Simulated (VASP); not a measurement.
A run of VASP 6.6.1 is set up as follows.

INCAR

```
ALGO = Normal
EDIFF = 1E-6
ENCUT = 600
GGA = PE
GGA_COMPAT = F
ISIF = 2
ISMEAR = 0
LASPH = T
LCHARG = F
LREAL = F
LWAVE = F
NBANDS = 11
NELM = 120
PREC = Accurate
SIGMA = 0.05
```

The input KPOINTS:

```
k-points
0
Gamma
  12 12 12
```

Contents of POSCAR:

```
BN
1.0
    0.0000000000      1.7398545729      1.7398545729
    1.7398545729      0.0000000000      1.7398545729
    1.7398545729      1.7398545729      0.0000000000
B N
1 1
Direct
    0.0000000000      0.0000000000      0.0000000000
    0.7500000000      0.7500000000      0.7500000000
```

Potentials or basis: VASP PAW PBE potentials, release 64 (B, N).

The run is started by

```sh
$ cat potpaw_PBE.64/B/POTCAR potpaw_PBE.64/N/POTCAR > POTCAR
$ mpirun -np 1 vasp_std > vasp.out
```

Question: Predict the pressure.

Answer: 57.3 GPa.

Question: Estimate the band gap on the k mesh.

Answer: 4.57 eV, indirect (least direct gap 9.37 eV).

Caveat: the cell differs from its parent crystal (strain -0.040 along x and y, -0.040 along z). A k mesh can miss the band edges.
